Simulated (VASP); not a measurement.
# Pt (R-3m) in VASP: a series of runs, part 2 of 2

VASP 6.6.1. The steps go on from the part before.

## Step 3: Single point, LDA

This run uses another cell than the first one, of 14.49 Å³/atom, 1.020 times its volume.

INCAR

```
  ALGO = Fast
  EDIFF = 1E-6
  ENCUT = 520
  ISIF = 2
  ISMEAR = 0
  LASPH = True
  LCHARG = False
  LREAL = False
  LWAVE = False
  NBANDS = 11
  NELM = 80
  PREC = Accurate
  SIGMA = 0.15
```

KPOINTS

```
k-points
0
Gamma
  20 20 20
```

POSCAR

```
Pt
1.0
   -0.2920150933      1.8007597418      1.8007597418
    1.8007597418     -0.2920150933      1.8007597418
    1.8007597418      1.8007597418     -0.2920150933
Pt
1
Direct
    0.0000000000      0.0000000000      0.0000000000
```

Potentials or basis: VASP PAW LDA potentials, release 64 (Pt).

Command:

```
> cat potpaw_LDA.64/Pt/POTCAR > POTCAR
> mpirun -np 1 vasp_std > vasp.out
```

OUTCAR:

```text
EDIFF = 1E-6
   ENCUT = 520
   ISIF = 2
   ISMEAR = 0
   LASPH = True
   LREAL = False
   NELM = 80
   PREC = Accurate

 ion  position               nearest neighbor table
   1  0.000  0.000  0.000-

  LATTYP: Found a trigonal (rhomboedric) cell.
 ALAT       =     2.5633462720
 COS(alpha) =     0.3334534967

  Lattice vectors:

 A1 = (  -0.2920150933,   1.8007597418,   1.8007597418)
 A2 = (   1.8007597418,  -0.2920150933,   1.8007597418)
 A3 = (   1.8007597418,   1.8007597418,  -0.2920150933)

Analysis of symmetry for initial positions (statically):
=====================================================================
 Subroutine PRICEL returns:
 Original cell was already a primitive cell.

 Routine SETGRP: Setting up the symmetry group for a
 trigonal (rhombohedral) supercell.

 Subroutine GETGRP returns: Found 12 space group operations
 (whereof 12 operations were pure point group operations)
 out of a pool of 12 trial point group operations.

The static configuration has the point symmetry D_3d.

Analysis of symmetry for dynamics (positions and initial velocities):
=====================================================================
 Subroutine PRICEL returns:
 Original cell was already a primitive cell.

 Routine SETGRP: Setting up the symmetry group for a
 trigonal (rhombohedral) supercell.

 Subroutine GETGRP returns: Found 12 space group operations
 (whereof 12 operations were pure point group operations)
 out of a pool of 12 trial point group operations.

The dynamic configuration has the point symmetry D_3d.

 Subroutine INISYM returns: Found 12 space group operations
 (whereof 12 operations are pure point group operations),
 and found     1 'primitive' translations

----------------------------------------------------------------------------------------

                                     Primitive cell

  volume of cell :      14.4947

  direct lattice vectors                    reciprocal lattice vectors
    -0.292015093  1.800759742  1.800759742    -0.217836312  0.259998179  0.259998179
     1.800759742 -0.292015093  1.800759742     0.259998179 -0.217836312  0.259998179
     1.800759742  1.800759742 -0.292015093     0.259998179  0.259998179 -0.217836312

  length of vectors
     2.563346272  2.563346272  2.563346272     0.427376609  0.427376609  0.427376609

  position of ions in fractional coordinates (direct lattice)
     0.000000000  0.000000000  0.000000000

  ion indices of the primitive-cell ions
   primitive index   ion index
                 1           1

----------------------------------------------------------------------------------------

 KPOINTS: k-points

Automatic generation of k-mesh.
 Grid dimensions read from file:
 generate k-points for:   20   20   20

 Generating k-lattice:

  Cartesian coordinates                     Fractional coordinates (reciprocal lattice)
    -0.010891816  0.012999909  0.012999909     0.050000000  0.000000000  0.000000000
     0.012999909 -0.010891816  0.012999909     0.000000000  0.050000000  0.000000000
     0.012999909  0.012999909 -0.010891816     0.000000000  0.000000000  0.050000000

  Length of vectors
     0.021368830  0.021368830  0.021368830

  Shift w.r.t. Gamma in fractional coordinates (k-lattice)
     0.000000000  0.000000000  0.000000000

 Subroutine IBZKPT returns following result:
 ===========================================

 Found    781 irreducible k-points:

 Following reciprocal coordinates:
            Coordinates               Weight
  0.000000  0.000000  0.000000      1.000000
  0.050000  0.000000  0.000000      6.000000
  0.100000  0.000000  0.000000      6.000000
  0.150000  0.000000  0.000000      6.000000
  0.200000  0.000000  0.000000      6.000000
  0.250000  0.000000  0.000000      6.000000
[... 16 lines left out ...]
 -0.400000  0.050000  0.000000     12.000000
 -0.350000  0.050000  0.000000     12.000000
 [... further k-points ...]
   k-points           NKPTS =    781   k-points in BZ     NKDIM =    781   number of bands    NBANDS=     11
   number of dos      NEDOS =    301   number of ions     NIONS =      1
   total plane-waves  NPLWV =   8000
   dimension x,y,z NGX =    20 NGY =   20 NGZ =   20
   dimension x,y,z NGXF=    40 NGYF=   40 NGZF=   40
   ions per type =               1
   NGX,Y,Z   is equivalent  to a cutoff of  12.97, 12.97, 12.97 a.u.
   NGXF,Y,Z  is equivalent  to a cutoff of  25.94, 25.94, 25.94 a.u.
 SYSTEM =  unknown system
   PREC   = accura    normal or accurate (medium, high low for compatibility)
   ISTART =      0    job   : 0-new  1-cont  2-samecut
   ICHARG =      2    charge: 1-file 2-atom 10-const
   ISPIN  =      1    spin polarized calculation?
   LNONCOLLINEAR =      F non collinear calculations
   LSORBIT =      F    spin-orbit coupling
   LASPH  =      T    aspherical Exc in radial PAW
   ENCUT  =  520.0 eV  38.22 Ry    6.18 a.u.   4.77  4.77  4.77*2*pi/ulx,y,z
   NELM   =     80;   NELMIN=  2; NELMDL= -5     # of ELM steps
   EDIFF  = 0.1E-05   stopping-criterion for ELM
   LREAL  =      F    real-space projection
   EDIFFG = 0.1E-04   stopping-criterion for IOM
   NSW    =      0    number of steps for IOM
   IBRION =     -1    ionic relax: 0-MD 1-quasi-New 2-CG
   NFREE  =      0    steps in history (QN), initial steepest desc. (CG)
   ISIF   =      2    stress and relaxation
   ISYM   =      2    0-nonsym 1-usesym 2-fastsym
   POTIM  = 0.5000    time-step for ionic-motion
   TEBEG  =    0.0;   TEEND  =   0.0 temperature during run
   PSTRESS=    0.0 pullay stress
   NELECT =      10.0000    total number of electrons
   NUPDOWN=      -1.0000    fix difference up-down
   EMIN   =  10.00;   EMAX   =-10.00  energy-range for DOS
   EFERMI =   0.00;   METHOD = LEGACY
   ISMEAR =     0;   SIGMA  =   0.15  broadening in eV -4-tet -1-fermi 0-gaus
   EFERMI_NEDOS =   21; number of points for ismear=-14 and -15
   IALGO  =     68    algorithm
   IMIX   =      4    mixing-type and parameters
     AMIX     =   0.40;   BMIX     =  1.00
     AMIX_MAG =   1.60;   BMIX_MAG =  1.00
  volume/ion in A,a.u.               =      14.49        97.81
  Fermi-wavevector in a.u.,A,eV,Ry     =   1.446568  2.733617 28.470992  2.092559
  Thomas-Fermi vector in A             =   2.564622
   LORBIT       =      0    0 simple, 1 ext, 2 COOP (PROOUT), +10 PAW based schemes
   GGA     = CA    functional components
   LHFCALC =     F    Hartree Fock is set to
   AEXX    =    0.0000 exact exchange contribution
   IVDW    =     0    specifies the selected vdW correction
   LEPSILON=     F    determine dielectric tensor
   LRPA    =     F    only Hartree local field effects (RPA)
 non-spin polarized calculation
 RMM-DIIS sequential band-by-band and
 Gauss-broadening in eV      SIGMA  =   0.15
  energy-cutoff  :      520.00
  volume of cell :       14.49
 maximum number of plane-waves:       406
   NGX =  9   NGY =  9   NGZ =  9

 number of electron      10.0000000 magnetization

 Free energy of the ion-electron system (eV)
  ---------------------------------------------------
  ext. energy  EPLUGINS =         0.00000000
  ---------------------------------------------------
  free energy    TOTEN  =        -7.18356708 eV

  energy without entropy =       -7.17246432  energy(sigma->0) =       -7.17801570

 E-fermi :  11.7165     XC(G=0): -13.8712

 val. band max:       11.7163107244   @ k =  -0.4500   0.4000   0.0500
 cond. band min:      11.7171996847   @ k =  -0.3000   0.4000   0.2000
 fundamental gap:      0.0008889603
 Fermi energy:        11.7164900065

 k-point     1 :       0.0000    0.0000    0.0000
  band No.  band energies     occupation
      1       1.2541      2.00000
      2       6.2160      2.00000
      3       6.2160      2.00000
      4      10.1491      2.00000
      5      10.9159      2.00000
      6      10.9159      2.00000
      7      26.2115      0.00000
      8      29.7529      0.00000
      9      29.7529      0.00000
     10      37.5376      0.00000
     11      37.9592      0.00000

 k-point     2 :       0.0500    0.0000    0.0000
  band No.  band energies     occupation
      1       1.3488      2.00000
      2       6.2294      2.00000
      3       6.2480      2.00000
      4      10.1423      2.00000
      5      10.8789      2.00000
      6      10.8992      2.00000
      7      26.3393      0.00000
      8      29.4347      0.00000
      9      29.9445      0.00000
     10      37.2762      0.00000
     11      38.6098      0.00000
[... 295 lines left out ...]
 k-point    24 :      -0.3500    0.0500    0.0000
  band No.  band energies     occupation
      1       3.9051      2.00000
      2       6.2938      2.00000
      3       8.5974      2.00000
      4      10.1146      2.00000
      5      10.8413      2.00000
      6      11.4476      1.98876
      7      20.2667      0.00000
      8      27.8138      0.00000
      9      30.7043      0.00000
     10      36.0579      0.00000
     11      37.8169      0.00000

 [... further k-points ...]
[... 5 lines left out ...]
  --------------------------------------------------------------------------------------
  -------------------------------------------------------------------------------------
  Total        2.0708133      2.0708133      2.0708133      1.2762345      1.2762345      1.2762345
  in kB      228.8988249    228.8988249    228.8988249    141.0694844    141.0694844    141.0694844
  external PRESSURE =     228.8988249 kB  Pullay stress =       0.0000000 kB

 VOLUME and BASIS-vectors are now :
 -----------------------------------------------------------------------------
  energy-cutoff  :      520.00
  volume of cell :       14.49
      direct lattice vectors                 reciprocal lattice vectors
    -0.292015093  1.800759742  1.800759742    -0.217836312  0.259998179  0.259998179
     1.800759742 -0.292015093  1.800759742     0.259998179 -0.217836312  0.259998179
     1.800759742  1.800759742 -0.292015093     0.259998179  0.259998179 -0.217836312

 POSITION                                       TOTAL-FORCE (eV/Angst)
 -----------------------------------------------------------------------------------
      0.00000      0.00000      0.00000        -0.000000      0.000000     -0.000000
 -----------------------------------------------------------------------------------
    total drift:                                0.000000     -0.000000      0.000000

  FREE ENERGIE OF THE ION-ELECTRON SYSTEM (eV)
  ---------------------------------------------------
  free  energy   TOTEN  =        -7.1835670788 eV

  energy  without entropy=       -7.1724643168  energy(sigma->0) =       -7.17801570
```

OSZICAR:

```text
N       E                     dE             d eps       ncg     rms          rms(c)
DAV:   1     0.396208184979E+02    0.39621E+02   -0.54134E+03 17502   0.849E+02
DAV:   2    -0.694453235090E+01   -0.46565E+02   -0.44746E+02 19575   0.181E+02
DAV:   3    -0.757862398939E+01   -0.63409E+00   -0.63064E+00 20241   0.200E+01
DAV:   4    -0.758109262849E+01   -0.24686E-02   -0.24685E-02 20024   0.145E+00
DAV:   5    -0.758111170020E+01   -0.19072E-04   -0.19073E-04 20490   0.118E-01    0.155E+01
RMM:   6    -0.723601603001E+01    0.34510E+00   -0.29438E-01 17298   0.460E+00    0.817E+00
RMM:   7    -0.718833081795E+01    0.47685E-01   -0.63971E-02 18217   0.227E+00    0.257E+00
RMM:   8    -0.718366784886E+01    0.46630E-02   -0.89615E-03 18844   0.881E-01    0.466E-01
RMM:   9    -0.718355696551E+01    0.11088E-03   -0.76631E-04 20227   0.230E-01    0.945E-02
RMM:  10    -0.718356918862E+01   -0.12223E-04   -0.13017E-04 20297   0.858E-02    0.929E-02
RMM:  11    -0.718357622004E+01   -0.70314E-05   -0.31202E-05 20250   0.399E-02    0.251E-02
RMM:  12    -0.718356690236E+01    0.93177E-05   -0.20498E-05 18913   0.378E-02    0.620E-03
RMM:  13    -0.718356707880E+01   -0.17643E-06   -0.22828E-06 15826   0.103E-02
   1 F= -.71835671E+01 E0= -.71780157E+01  d E =-.111028E-01
```

stdout:

```text
POSCAR found type information on POSCAR Pt
 POSCAR found :  1 types and       1 ions
 scaLAPACK will be used
 LDA part: xc-table for (Slater(with rela. corr.)+CA(PZ))
 , standard interpolation
 POSCAR, INCAR and KPOINTS ok, starting setup
 FFT: planning ... GRIDC
 FFT: planning ... GRID_SOFT
 FFT: planning ... GRID
 WAVECAR not read
 entering main loop
WARNING in EDDRMM: call to ZHEGV failed, returncode =   8  4     11
```

Wall time 44 s (1 thread of Intel Xeon 6975P-C (Granite Rapids), shared host); peak memory 0.22 GiB.

Results:

```yaml
Free_energy: -7.1836 eV
Pressure: 22.9 GPa
Band_gap_on_the_k_mesh: zero (band 5 reaches 13.43 eV, above the bottom of band 6 at 9.44 eV)
```

Stress tensor (GPa, compression positive):
```
22.89 14.11 14.11
14.11 22.89 14.11
14.11 14.11 22.89
```

Caveat: spin-orbit coupling is left out, which moves the levels of the heavy elements.

## Step 4: Single point, LDA

This run uses another cell than the first one, of 14.52 Å³/atom, 1.022 times its volume.

INCAR

```
SYSTEM = Pt
  PREC = Accurate
  ENCUT = 520
  EDIFF = 1E-6
  ISMEAR = 0
  SIGMA = 0.15
  LREAL = .False.
  LASPH = .True.
  NELM = 80
  ALGO = Normal
  ISIF = 2
  LWAVE = .False.
  LCHARG = .False.
  NBANDS = 11
```

KPOINTS

```
regular mesh
0
Gamma
  20 20 20
  0 0 0
```

POSCAR

```
Pt
1.0
    0.2920150933      2.0927748350      2.0927748350
    2.0927748350      0.2920150933      2.0927748350
    2.0927748350      2.0927748350      0.2920150933
Pt
1
Direct
    0.0000000000      0.0000000000      0.0000000000
```

Command:

```
> cat potpaw_LDA.64/Pt/POTCAR > POTCAR
> mpirun -np 1 vasp_std > vasp.out
```

Wall time 36 s (1 thread of Intel Xeon 6975P-C (Granite Rapids), shared host); peak memory 0.23 GiB.

The run converged. Its results:

| Property | Result |
| --- | --- |
| Free energy | -7.1600 eV |
| Pressure | 25.5 GPa |
| Band gap on the k mesh | zero (band 5 reaches 13.17 eV, above the bottom of band 6 at 10.23 eV) |

Stress tensor (GPa, compression positive):
```
 25.47 -20.02 -20.02
-20.02  25.47 -20.02
-20.02 -20.02  25.47
```

Levels at points of the mesh, in eV from the Fermi level:
```tsv
k point	band 1	band 2	band 3	band 4	band 5	band 6	band 7	band 8	band 9	band 10
(0.00, 0.00, 0.00)	-10.63	-5.58	-3.92	-3.92	-0.80	-0.80	12.76	17.07	22.67	22.67
(0.50, 0.00, 0.00)	-7.93	-5.36	-2.41	-1.08	0.36	1.33	7.97	13.32	17.38	20.37
(0.50, 0.50, 0.00)	-7.99	-6.85	-0.32	0.29	1.41	2.13	9.43	10.11	14.61	20.17
(0.50, 0.50, 0.50)	-8.69	-4.10	-4.10	-2.00	0.12	0.12	3.19	15.65	22.95	22.95
```

Caveat: spin-orbit coupling is left out, which moves the levels of the heavy elements.

## Step 5: Single point, LDA

This run uses another cell than the first one, of 14.64 Å³/atom, 1.030 times its volume.

INCAR

```
SYSTEM = Pt
PREC = Accurate
ENCUT = 520
EDIFF = 1E-7
ISMEAR = 0
SIGMA = 0.15
LREAL = .False.
LASPH = .True.
NELM = 80
ALGO = Normal
ISIF = 2
LWAVE = .False.
LCHARG = .True.
GGA = CA
LELF = .True.
LVHAR = .True.
NBANDS = 11
```

KPOINTS is that of step 4.

POSCAR

```
Pt
1.0
   -0.1946767288      1.8494289240      1.8494289240
    1.8494289240     -0.1946767288      1.8494289240
    1.8494289240      1.8494289240     -0.1946767288
Pt
1
Direct
    0.0000000000      0.0000000000      0.0000000000
```

Command:

```
> cat potpaw_LDA.64/Pt/POTCAR > POTCAR
> mpirun -np 1 vasp_std > vasp.out
```

It took 39 s on 1 thread of Intel Xeon 6975P-C (Granite Rapids), shared host; peak memory 0.23 GiB.

The run converged. Its results:

| Quantity | Value |
| --- | --- |
| Free energy | -7.3759 eV |
| Pressure | 10.6 GPa |
| Band gap on the k mesh | zero (band 5 reaches 12.78 eV, above the bottom of band 6 at 9.47 eV) |

Stress tensor (GPa, compression positive):
```
10.57  9.86  9.86
 9.86 10.57  9.86
 9.86  9.86 10.57
```

Levels at points of the mesh, in eV from the Fermi level:
```tsv
k point	band 2	band 3	band 4	band 5	band 6	band 7	band 8	band 9
(0.00, 0.00, 0.00)	-4.92	-4.92	-2.47	-1.26	-1.26	14.45	18.35	18.35
(0.50, 0.00, 0.00)	-5.09	-2.54	-0.89	-0.64	0.23	5.78	14.75	18.39
(0.50, 0.50, 0.00)	-6.94	-0.24	0.29	1.15	1.95	9.62	9.71	13.69
(0.50, 0.50, 0.50)	-4.36	-4.36	0.73	0.73	1.15	8.65	13.03	17.13
```

Caveat: spin-orbit coupling is left out, which moves the levels of the heavy elements.

## Step 6: Summary

| cell | gap on the mesh (eV) | pressure (GPa) |
| --- | --- | --- |
| a = 2.870 Å, angles 53.6°, 1 atom | none | 22.9 |
| a = 2.563 Å, angles 70.5°, 1 atom | none | 22.9 |
| a = 2.974 Å, angles 50.7°, 1 atom | none | 25.5 |
| a = 2.623 Å, angles 66.9°, 1 atom | none | 10.6 |

Alike in all rows: task single point; level LDA; potentials or basis VASP PAW LDA potentials, release 64 (Pt); no spin polarisation; k mesh 20 × 20 × 20; cutoff (eV) 520; smearing gaussian 0.15 eV.

Caveats: spin-orbit coupling is left out, which moves the levels of the heavy elements.

Absolute energies hang on the potentials; compare differences alone.
